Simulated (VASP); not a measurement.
The system is Si2Ni.

```
CELL_PARAMETERS angstrom
0.00000 2.72394 2.72394
2.72394 0.00000 2.72394
2.72394 2.72394 0.00000
ATOMIC_POSITIONS crystal
Ni 0.00000 0.00000 0.00000
Si 0.75000 0.75000 0.75000
Si 0.25000 0.25000 0.25000
```

Base run:

```yaml
Program: VASP 6.6.1
Functional: PBE
Potentials_or_basis: VASP PAW PBE potentials, release 64 (Ni, Si)
Cutoff: 520 eV
k_mesh: 9 × 9 × 9
Occupations: fermi-dirac, width 0.05 eV
Spin: collinear spin, ferromagnetic start
Starting_moments: "[1.0, 0.0, 0.0] μB"
Hubbard_terms: Ni d U = 4.0 eV
```

Its results: band gap on the k mesh zero (filled and empty bands overlap); pressure -3.3 GPa; net moment 0.00 μB per cell.

Problem. The run is repeated on the same cell with these changes: potentials or basis from VASP PAW PBE potentials, release 64 (Ni, Si) to VASP PAW PBE potentials, release 64 (Ni_sv_GW, Si); cutoff from 520 eV to 590 eV; further incar settings from ALGO = Normal; EDIFF = 1e-06; NBANDS = 20 to ALGO = Normal; EDIFF = 1e-06; NBANDS = 24; valence electrons from 18 to 26. What comes out?

Solution. Band gap on the k mesh zero (filled and empty bands overlap); pressure -1.8 GPa; net moment 0.00 μB per cell.

Caveats: the U is typed as a test and isn't derived for this compound.
